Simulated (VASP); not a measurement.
The system is KNbO3.

```xyz
5
Lattice="4.0292 0.0000 0.0000 0.0000 4.0292 0.0000 0.0000 0.0000 4.0292" Properties=species:S:1:pos:R:3 pbc="T T T"
K     0.0000    0.0000    0.0000
Nb    2.0146    2.0146    2.0146
O     0.0000    2.0146    2.0146
O     2.0146    0.0000    2.0146
O     2.0146    2.0146    0.0000
```

Base run:

```yaml
Program: VASP 6.6.1
Functional: PBE
Potentials_or_basis: VASP PAW PBE potentials, release 64 (K_sv, Nb_sv, O)
Cutoff: 600 eV
k_mesh: 6 × 6 × 6
Occupations: methfessel-paxton, width 0.05 eV
Spin: no spin polarisation
```

Its results: band gap on the k mesh 1.51 eV, indirect (least direct gap 2.17 eV); pressure -0.6 GPa.

Problem. The run is repeated on the same cell with these changes: hubbard terms from none to Nb d U = 6.0 eV. What comes out?

Solution. Band gap on the k mesh 2.21 eV, indirect (least direct gap 2.97 eV); pressure 3.2 GPa.

The U term pushes filled and empty states of the shell apart.

A k mesh can miss the band edges.
